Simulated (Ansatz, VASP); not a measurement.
AlAs4: VASP beside Ansatz

```
Al As
1.0
    -3.35632    3.35632    5.40015
     3.35632   -3.35632    5.40015
     3.35632    3.35632   -5.40015
Al As
2 8
Direct
  0.50000 0.00000 0.50000
  0.00000 0.50000 0.50000
  0.21287 0.21287 0.42574
  0.78713 0.78713 0.57426
  0.21287 0.78713 0.00000
  0.78713 0.21287 0.00000
  0.50000 0.50000 0.50000
  0.00000 0.00000 0.50000
  0.50000 0.00000 0.00000
  0.00000 0.50000 0.00000
```

Alike in both runs: functional PBE; k mesh 3 × 3 × 3; occupations gaussian, width 0.2 eV; no spin polarisation.

Ansatz relaxed the structure, and its values are those at the end. VASP's run is a single point on that final structure, the one shown.

|  | VASP | Ansatz |
| --- | --- | --- |
| version | VASP 6.6.1 | Ansatz 0.2.0 |
| potentials or method | VASP PAW PBE potentials, release 64 (Al, As), cutoff 520 eV | scalar-relativistic, plane waves, PAW |
| valence electrons in the cell | 46 | 126 |

Ansatz gave:

| Quantity | Value |
| --- | --- |
| gap on the k mesh at the Fermi level (eV) | none |
| pressure (GPa) | 0.1 |
| rms of the force components (eV/Å) | 0.015 |

Problem. Estimate VASP's values.

Solution. gap on the k mesh at the Fermi level (eV): none; pressure (GPa): 0.2; rms of the force components (eV/Å): 0.014.

A gap of «none» marks a metal or a gap that the smearing closes. VASP's potentials hold 46 valence electrons a cell and Ansatz's 126, so a difference there can come from the potentials and not from the codes.

The k mesh is coarse, so the values compare programs but aren't converged.
